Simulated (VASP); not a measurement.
# Al2W3 (I4/mmm) in VASP: a series of runs

Al2W3 is run at these levels: PBE; tasks: single point.

All numbers are computed with VASP 6.6.1; they aren't measurements. Logs are shortened: lines on timing, memory, paths and dates and some standing lists are left out, and cuts for length are marked.

## Step 1: The cell of the first run

Symmetry: I4/mmm, No. 139, tetragonal system. Conventional cell: a = 3.217 Å, b = 3.217 Å, c = 15.132 Å, α = 90.00°, β = 90.00°, γ = 90.00°. Al (site symmetry 4mm) has 8 Al at 2.73 to 3.22 Å and 6 W at 2.73 to 3.03 Å within 3.6 Å. Within 3.6 Å of W (site symmetry 4/mmm) lie 12 W at 2.74 to 3.22 Å and 2 Al at 3.03 Å. Within 3.6 Å of W (site symmetry 4mm) lie 5 Al at 2.73 to 3.01 Å and 9 W at 2.74 to 3.22 Å.

## Step 2: Single point, PBE

Input file INCAR:

```
SYSTEM = Al2W3
PREC = Accurate
ENCUT = 520
EDIFF = 1E-7
ISMEAR = 0
SIGMA = 0.1
LREAL = .False.
LASPH = .True.
NELM = 60
ALGO = Fast
ISIF = 2
LWAVE = .False.
LCHARG = .True.
GGA = PE
LELF = .True.
LVHAR = .True.
NBANDS = 32
```

Input file KPOINTS:

```
regular mesh
0
Gamma
  14 14 14
  0 0 0
```

Input file POSCAR:

```
Al2W3
1.0
   -1.6084116671      1.6084116671      7.5658939957
    1.6084116671     -1.6084116671      7.5658939957
    1.6084116671      1.6084116671     -7.5658939957
Al W
2 3
Direct
    0.2003914689      0.2003914689      0.0000000000
    0.7996085311      0.7996085311      0.0000000000
    0.0000000000      0.0000000000      0.0000000000
    0.3989940498      0.3989940498      0.0000000000
    0.6010059502      0.6010059502      0.0000000000
```

Potentials or basis: VASP PAW PBE potentials, release 64 (Al, W_sv).

Started as:

```
$ cat potpaw_PBE.64/Al/POTCAR potpaw_PBE.64/W_sv/POTCAR > POTCAR
$ mpirun -np 1 vasp_std > vasp.out
```

OUTCAR:

```text
SYSTEM = Al2W3
   PREC = Accurate
   ENCUT = 520
   EDIFF = 1E-7
   ISMEAR = 0
   LREAL = .False.
   LASPH = .True.
   NELM = 60
   ISIF = 2
   GGA = PE

 ion  position               nearest neighbor table
   1  0.200  0.200  0.000-   2 2.73   2 2.73   2 2.73   2 2.73   5 2.73   5 2.73   5 2.73   5 2.73
                             4 3.01   3 3.03
   2  0.800  0.800  0.000-   1 2.73   1 2.73   1 2.73   1 2.73   4 2.73   4 2.73   4 2.73   4 2.73
                             5 3.01   3 3.03
   3  0.000  0.000  0.000-   5 2.74   4 2.74   5 2.74   4 2.74   5 2.74   4 2.74   4 2.74   5 2.74
                             1 3.03   2 3.03
   4  0.399  0.399  0.000-   2 2.73   2 2.73   2 2.73   2 2.73   3 2.74   3 2.74   3 2.74   3 2.74
                             1 3.01   5 3.06
   5  0.601  0.601  0.000-   1 2.73   1 2.73   1 2.73   1 2.73   3 2.74   3 2.74   3 2.74   3 2.74
                             2 3.01   4 3.06

  LATTYP: Found a body centered tetragonal cell.
 ALAT       =     3.2168233342
 C/A-ratio  =     4.7039536895

  Lattice vectors:

 A1 = (  -1.6084116671,   1.6084116671,   7.5658939957)
 A2 = (   1.6084116671,  -1.6084116671,   7.5658939957)
 A3 = (   1.6084116671,   1.6084116671,  -7.5658939957)

Analysis of symmetry for initial positions (statically):
=====================================================================
 Subroutine PRICEL returns:
 Original cell was already a primitive cell.

 Routine SETGRP: Setting up the symmetry group for a
 body centered tetragonal supercell.

 Subroutine GETGRP returns: Found 16 space group operations
 (whereof 16 operations were pure point group operations)
 out of a pool of 16 trial point group operations.

The static configuration has the point symmetry D_4h.

Analysis of symmetry for dynamics (positions and initial velocities):
=====================================================================
 Subroutine PRICEL returns:
 Original cell was already a primitive cell.

 Routine SETGRP: Setting up the symmetry group for a
 body centered tetragonal supercell.

 Subroutine GETGRP returns: Found 16 space group operations
 (whereof 16 operations were pure point group operations)
 out of a pool of 16 trial point group operations.

The dynamic configuration has the point symmetry D_4h.

 Subroutine INISYM returns: Found 16 space group operations
 (whereof 16 operations are pure point group operations),
 and found     1 'primitive' translations

----------------------------------------------------------------------------------------

                                     Primitive cell

  volume of cell :      78.2915

  direct lattice vectors                    reciprocal lattice vectors
    -1.608411667  1.608411667  7.565893996     0.000000000  0.310865688  0.066086044
     1.608411667 -1.608411667  7.565893996     0.310865688  0.000000000  0.066086044
     1.608411667  1.608411667 -7.565893996     0.310865688  0.310865688  0.000000000

  length of vectors
     7.900425820  7.900425820  7.900425820     0.317812588  0.317812588  0.439630473

  position of ions in fractional coordinates (direct lattice)
     0.200391469  0.200391469  0.000000000
     0.799608531  0.799608531  0.000000000
     0.000000000  0.000000000  0.000000000
     0.398994050  0.398994050  0.000000000
     0.601005950  0.601005950  0.000000000

  ion indices of the primitive-cell ions
   primitive index   ion index
                 1           1
                 2           2
                 3           3
                 4           4
                 5           5

----------------------------------------------------------------------------------------

 KPOINTS: regular mesh

Automatic generation of k-mesh.
 Grid dimensions read from file:
 generate k-points for:   14   14   14

 Generating k-lattice:

  Cartesian coordinates                     Fractional coordinates (reciprocal lattice)
     0.000000000  0.022204692  0.004720432     0.071428571  0.000000000  0.000000000
     0.022204692  0.000000000  0.004720432     0.000000000  0.071428571  0.000000000
     0.022204692  0.022204692  0.000000000     0.000000000  0.000000000  0.071428571

  Length of vectors
     0.022700899  0.022700899  0.031402177

  Shift w.r.t. Gamma in fractional coordinates (k-lattice)
     0.000000000  0.000000000  0.000000000

 Subroutine IBZKPT returns following result:
 ===========================================

 Found    244 irreducible k-points:

 Following reciprocal coordinates:
            Coordinates               Weight
  0.000000  0.000000  0.000000      1.000000
  0.071429  0.000000  0.000000      8.000000
  0.142857 -0.000000  0.000000      8.000000
  0.214286  0.000000  0.000000      8.000000
  0.285714 -0.000000  0.000000      8.000000
  0.357143 -0.000000  0.000000      8.000000
[... 16 lines left out ...]
  0.214286  0.142857  0.000000     16.000000
  0.285714  0.142857  0.000000     16.000000
 [... further k-points ...]
   k-points           NKPTS =    244   k-points in BZ     NKDIM =    244   number of bands    NBANDS=     32
   number of dos      NEDOS =    301   number of ions     NIONS =      5
   total plane-waves  NPLWV = 216000
   dimension x,y,z NGX =    60 NGY =   60 NGZ =   60
   dimension x,y,z NGXF=   120 NGYF=  120 NGZF=  120
   ions per type =               2   3
   NGX,Y,Z   is equivalent  to a cutoff of  12.63, 12.63, 12.63 a.u.
   NGXF,Y,Z  is equivalent  to a cutoff of  25.25, 25.25, 25.25 a.u.
 SYSTEM =  Al2W3
   PREC   = accura    normal or accurate (medium, high low for compatibility)
   ISTART =      0    job   : 0-new  1-cont  2-samecut
   ICHARG =      2    charge: 1-file 2-atom 10-const
   ISPIN  =      1    spin polarized calculation?
   LNONCOLLINEAR =      F non collinear calculations
   LSORBIT =      F    spin-orbit coupling
   LASPH  =      T    aspherical Exc in radial PAW
   ENCUT  =  520.0 eV  38.22 Ry    6.18 a.u.  14.69 14.69 14.69*2*pi/ulx,y,z
   NELM   =     60;   NELMIN=  2; NELMDL= -5     # of ELM steps
   EDIFF  = 0.1E-06   stopping-criterion for ELM
   LREAL  =      F    real-space projection
   EDIFFG = 0.1E-05   stopping-criterion for IOM
   NSW    =      0    number of steps for IOM
   IBRION =     -1    ionic relax: 0-MD 1-quasi-New 2-CG
   NFREE  =      0    steps in history (QN), initial steepest desc. (CG)
   ISIF   =      2    stress and relaxation
   ISYM   =      2    0-nonsym 1-usesym 2-fastsym
   POTIM  = 0.5000    time-step for ionic-motion
   TEBEG  =    0.0;   TEEND  =   0.0 temperature during run
   PSTRESS=    0.0 pullay stress
   NELECT =      48.0000    total number of electrons
   NUPDOWN=      -1.0000    fix difference up-down
   EMIN   =  10.00;   EMAX   =-10.00  energy-range for DOS
   EFERMI =   0.00;   METHOD = LEGACY
   ISMEAR =     0;   SIGMA  =   0.10  broadening in eV -4-tet -1-fermi 0-gaus
   EFERMI_NEDOS =   21; number of points for ismear=-14 and -15
   IALGO  =     68    algorithm
   IMIX   =      4    mixing-type and parameters
     AMIX     =   0.40;   BMIX     =  1.00
     AMIX_MAG =   1.60;   BMIX_MAG =  1.00
  volume/ion in A,a.u.               =      15.66       105.67
  Fermi-wavevector in a.u.,A,eV,Ry     =   1.390754  2.628144 26.316348  1.934197
  Thomas-Fermi vector in A             =   2.514659
   LORBIT       =      0    0 simple, 1 ext, 2 COOP (PROOUT), +10 PAW based schemes
   GGA     = PE    functional components
   LHFCALC =     F    Hartree Fock is set to
   AEXX    =    0.0000 exact exchange contribution
   IVDW    =     0    specifies the selected vdW correction
   LEPSILON=     F    determine dielectric tensor
   LRPA    =     F    only Hartree local field effects (RPA)
 non-spin polarized calculation
 RMM-DIIS sequential band-by-band and
 Gauss-broadening in eV      SIGMA  =   0.10
  energy-cutoff  :      520.00
  volume of cell :       78.29
 maximum number of plane-waves:      2141
   NGX = 29   NGY = 29   NGZ = 29

 number of electron      47.9999999 magnetization

 Free energy of the ion-electron system (eV)
  ---------------------------------------------------
  ext. energy  EPLUGINS =         0.00000000
  ---------------------------------------------------
  free energy    TOTEN  =       -46.39189919 eV

  energy without entropy =      -46.37923410  energy(sigma->0) =      -46.38556664

 E-fermi :   9.7807     XC(G=0): -12.4019

 val. band max:        9.7806027763   @ k =  -0.1429  -0.1429   0.1429
 cond. band min:       9.7819412411   @ k =  -0.4286  -0.4286   0.1429
 fundamental gap:      0.0013384648
 Fermi energy:         9.7806856686

 k-point     1 :       0.0000    0.0000    0.0000
  band No.  band energies     occupation
      1     -64.0164      2.00000
      2     -63.7395      2.00000
      3     -63.7211      2.00000
      4     -28.4276      2.00000
      5     -28.3517      2.00000
      6     -28.3517      2.00000
[... 24 lines left out ...]
     31      14.8473      0.00000
     32      15.3958      0.00000

 k-point     2 :       0.0714    0.0000    0.0000
  band No.  band energies     occupation
      1     -64.0149      2.00000
      2     -63.7392      2.00000
      3     -63.7219      2.00000
      4     -28.4357      2.00000
      5     -28.3722      2.00000
      6     -28.3432      2.00000
[... 24 lines left out ...]
     31      14.6368      0.00000
     32      14.8923      0.00000
[... 733 lines left out ...]
     31      13.8641      0.00000
     32      14.5767      0.00000

 k-point    24 :       0.2857    0.1429    0.0000
  band No.  band energies     occupation
      1     -63.9942      2.00000
      2     -63.7339      2.00000
      3     -63.7325      2.00000
      4     -28.5247      2.00000
      5     -28.5203      2.00000
      6     -28.3385      2.00000
[... 24 lines left out ...]
     31      13.7089      0.00000
     32      15.0525      0.00000

 [... further k-points ...]

------------------------ aborting loop because EDIFF is reached ----------------------------------------

  FORCE on cell =-STRESS in cart. coord.  units (eV):
  Direction    XX          YY          ZZ          XY          YZ          ZX
  --------------------------------------------------------------------------------------
  -------------------------------------------------------------------------------------
  Total        0.1220608      0.1220608      0.0818145      0.0000000      0.0000000      0.0000000
  in kB        2.4978829      2.4978829      1.6742720      0.0000000      0.0000000      0.0000000
  external PRESSURE =       2.2233459 kB  Pullay stress =       0.0000000 kB

 VOLUME and BASIS-vectors are now :
 -----------------------------------------------------------------------------
  energy-cutoff  :      520.00
  volume of cell :       78.29
      direct lattice vectors                 reciprocal lattice vectors
    -1.608411667  1.608411667  7.565893996     0.000000000  0.310865688  0.066086044
     1.608411667 -1.608411667  7.565893996     0.310865688  0.000000000  0.066086044
     1.608411667  1.608411667 -7.565893996     0.310865688  0.310865688  0.000000000

 POSITION                                       TOTAL-FORCE (eV/Angst)
 -----------------------------------------------------------------------------------
      0.00000      0.00000      3.03228         0.000000      0.000000      0.002960
      0.00000      0.00000     12.09951         0.000000      0.000000     -0.002960
      0.00000      0.00000      0.00000         0.000000      0.000000     -0.000000
      0.00000      0.00000      6.03749        -0.000000     -0.000000     -0.033933
      0.00000      0.00000      9.09429        -0.000000     -0.000000      0.033933
 -----------------------------------------------------------------------------------
    total drift:                               -0.000000      0.000000     -0.000000

  FREE ENERGIE OF THE ION-ELECTRON SYSTEM (eV)
  ---------------------------------------------------
  free  energy   TOTEN  =       -46.3918991867 eV

  energy  without entropy=      -46.3792340974  energy(sigma->0) =      -46.38556664
```

Wall time 28 min (1 thread of Intel Xeon 6975P-C (Granite Rapids), shared host); peak memory 0.82 GiB.

What came out:

| Property | Result |
| --- | --- |
| Free energy | -46.3919 eV |
| Pressure | 0.2 GPa |
| Largest force | 0.034 eV/Å |
| Band gap on the k mesh | zero (bands 24 and 25 overlap by 1.18 eV) |

Forces on the atoms (eV/Å):
```
Al   0.000  0.000  0.003
Al   0.000  0.000 -0.003
W    0.000  0.000  0.000
W    0.000  0.000 -0.034
W    0.000  0.000  0.034
```

Levels at points of the mesh, in eV from the Fermi level:
```csv
k point,band 22,band 23,band 24,band 25,band 26,band 27
"(0.00, 0.00, 0.00)",-0.45,0.08,0.08,0.95,1.38,1.38
"(0.50, 0.00, 0.00)",-0.99,-0.39,0.19,0.49,1.32,1.85
"(0.50, 0.50, 0.00)",-1.17,-1.04,-0.78,0.53,2.55,2.80
"(0.50, 0.50, 0.50)",-0.44,-0.29,-0.29,0.71,1.72,2.19
```

Caveat: spin-orbit coupling is left out, which moves the levels of the heavy elements.

## Step 3: Single point, PBE

Input file INCAR:

```
SYSTEM = Al2W3
PREC = Accurate
ENCUT = 520
EDIFF = 1E-6
ISMEAR = 0
SIGMA = 0.1
LREAL = .False.
LASPH = .True.
NELM = 100
ALGO = Fast
ISIF = 2
LWAVE = .False.
LCHARG = .False.
GGA = PE
NBANDS = 32
```

KPOINTS is that of step 2.

Input file POSCAR:

```
Al2W3
1.0
   -1.6086926073      1.6086926073      7.5639054521
    1.6086926073     -1.6086926073      7.5639054521
    1.6086926073      1.6086926073     -7.5639054521
Al W
2 3
Direct
    0.2004150865      0.2004150865      0.0000000000
    0.7995849135      0.7995849135      0.0000000000
    0.0000000000      0.0000000000      0.0000000000
    0.3989900418      0.3989900418      0.0000000000
    0.6010099582      0.6010099582      0.0000000000
```

Potentials or basis: VASP PAW PBE potentials, release 64 (Al, W_sv).

Started as:

```
$ cat potpaw_PBE.64/Al/POTCAR potpaw_PBE.64/W_sv/POTCAR > POTCAR
$ mpirun -np 1 vasp_std > vasp.out
```

OUTCAR:

```text
SYSTEM = Al2W3
   PREC = Accurate
   ENCUT = 520
   EDIFF = 1E-6
   ISMEAR = 0
   LREAL = .False.
   LASPH = .True.
   NELM = 100
   ISIF = 2
   GGA = PE

 ion  position               nearest neighbor table
   1  0.200  0.200  0.000-   2 2.73   2 2.73   2 2.73   2 2.73   5 2.73   5 2.73   5 2.73   5 2.73
                             4 3.00   3 3.03
   2  0.800  0.800  0.000-   1 2.73   1 2.73   1 2.73   1 2.73   4 2.73   4 2.73   4 2.73   4 2.73
                             5 3.00   3 3.03
   3  0.000  0.000  0.000-   5 2.74   5 2.74   5 2.74   4 2.74   5 2.74   4 2.74   4 2.74   4 2.74
                             1 3.03   2 3.03
   4  0.399  0.399  0.000-   2 2.73   2 2.73   2 2.73   2 2.73   3 2.74   3 2.74   3 2.74   3 2.74
                             1 3.00   5 3.06
   5  0.601  0.601  0.000-   1 2.73   1 2.73   1 2.73   1 2.73   3 2.74   3 2.74   3 2.74   3 2.74
                             2 3.00   4 3.06

  LATTYP: Found a body centered tetragonal cell.
 ALAT       =     3.2173852146
 C/A-ratio  =     4.7018960725

  Lattice vectors:

 A1 = (  -1.6086926073,   1.6086926073,   7.5639054521)
 A2 = (   1.6086926073,  -1.6086926073,   7.5639054521)
 A3 = (   1.6086926073,   1.6086926073,  -7.5639054521)
[... 185 lines left out ...]
 cond. band min:       9.7814506912   @ k =  -0.4286  -0.4286   0.1429
 fundamental gap:      0.0036162627
 Fermi energy:         9.7795710951

 k-point     1 :       0.0000    0.0000    0.0000
  band No.  band energies     occupation
      1     -64.0184      2.00000
      2     -63.7413      2.00000
      3     -63.7229      2.00000
      4     -28.4290      2.00000
      5     -28.3536      2.00000
      6     -28.3536      2.00000
[... 829 lines left out ...]
     31      13.7077      0.00000
     32      14.9246      0.00000

 [... further k-points ...]

------------------------ aborting loop because EDIFF is reached ----------------------------------------

  FORCE on cell =-STRESS in cart. coord.  units (eV):
  Direction    XX          YY          ZZ          XY          YZ          ZX
  --------------------------------------------------------------------------------------
  -------------------------------------------------------------------------------------
  Total        0.1137576      0.1137576      0.1014629      0.0000000     -0.0000000      0.0000000
  in kB        2.3277625      2.3277625      2.0761825      0.0000000     -0.0000000      0.0000000
  external PRESSURE =       2.2439025 kB  Pullay stress =       0.0000000 kB

 VOLUME and BASIS-vectors are now :
 -----------------------------------------------------------------------------
  energy-cutoff  :      520.00
  volume of cell :       78.30
      direct lattice vectors                 reciprocal lattice vectors
    -1.608692607  1.608692607  7.563905452     0.000000000  0.310811399  0.066103417
     1.608692607 -1.608692607  7.563905452     0.310811399  0.000000000  0.066103417
     1.608692607  1.608692607 -7.563905452     0.310811399  0.310811399  0.000000000

 POSITION                                       TOTAL-FORCE (eV/Angst)
 -----------------------------------------------------------------------------------
      0.00000      0.00000      3.03184         0.000000      0.000000     -0.000722
      0.00000      0.00000     12.09597         0.000000      0.000000      0.000722
      0.00000      0.00000      0.00000         0.000000      0.000000     -0.000000
      0.00000      0.00000      6.03585        -0.000000     -0.000000     -0.033529
      0.00000      0.00000      9.09196        -0.000000     -0.000000      0.033529
 -----------------------------------------------------------------------------------
    total drift:                               -0.000000      0.000000     -0.000000

  FREE ENERGIE OF THE ION-ELECTRON SYSTEM (eV)
  ---------------------------------------------------
  free  energy   TOTEN  =       -46.3919229083 eV

  energy  without entropy=      -46.3792548664  energy(sigma->0) =      -46.38558889
```

stdout:

```text
POSCAR found type information on POSCAR AlW
 POSCAR found :  2 types and       5 ions
 scaLAPACK will be used
 LDA part: xc-table for (Slater+PW92), standard interpolation
 POSCAR, INCAR and KPOINTS ok, starting setup
 FFT: planning ... GRIDC
 FFT: planning ... GRID_SOFT
 FFT: planning ... GRID
 WAVECAR not read
 entering main loop
WARNING in EDDRMM: call to ZHEGV failed, returncode =   8  4     31
```

Run time: 21 min. Hardware: 1 thread of Intel Xeon 6975P-C (Granite Rapids), shared host; peak memory 0.83 GiB.

What came out:

```
Free energy            : -46.3919 eV
Pressure               : 0.2 GPa
Largest force          : 0.034 eV/Å
Band gap on the k mesh : zero (bands 24 and 25 overlap by 1.18 eV)
```

Forces in eV/Å, atoms in the order of the input:
```
Al   0.000  0.000 -0.001
Al   0.000  0.000  0.001
W    0.000  0.000  0.000
W    0.000  0.000 -0.034
W    0.000  0.000  0.034
```

Caveat: spin-orbit coupling is left out, which moves the levels of the heavy elements.
